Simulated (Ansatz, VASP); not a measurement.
**SiNi: VASP beside Ansatz**

```
CELL_PARAMETERS angstrom
4.60723 0.00000 0.00000
0.00000 4.60723 0.00000
0.00000 0.00000 4.60723
ATOMIC_POSITIONS crystal
Si 0.65434 0.15434 0.34566
Si 0.15434 0.34566 0.65434
Si 0.34566 0.65434 0.15434
Si 0.84566 0.84566 0.84566
Ni 0.35323 0.85323 0.64677
Ni 0.85323 0.64677 0.35323
Ni 0.64677 0.35323 0.85323
Ni 0.14677 0.14677 0.14677
```

Alike in both runs: functional PBE; k mesh 8 × 8 × 8; occupations gaussian, width 0.1 eV; no spin polarisation.

Ansatz relaxed the structure, and its values are those at the end. VASP's run is a single point on that final structure, the one shown.

```csv
,VASP,Ansatz
version,VASP 6.6.1,Ansatz 0.2.0
potentials or method,"VASP PAW PBE potentials, release 64 (Si, Ni), cutoff 600 eV","scalar-relativistic, plane waves, PAW"
valence electrons in the cell,56,88
```

```csv
,VASP,Ansatz,Ansatz less VASP
gap on the k mesh at the Fermi level (eV),none,none,-
pressure (GPa),-9.0,-9.1,-0.08
```

A gap of «none» marks a metal or a gap that the smearing closes. VASP's potentials hold 56 valence electrons a cell and Ansatz's 88, so a difference there can come from the potentials and not from the codes. Ansatz's warnings: stress scf threshold loose.
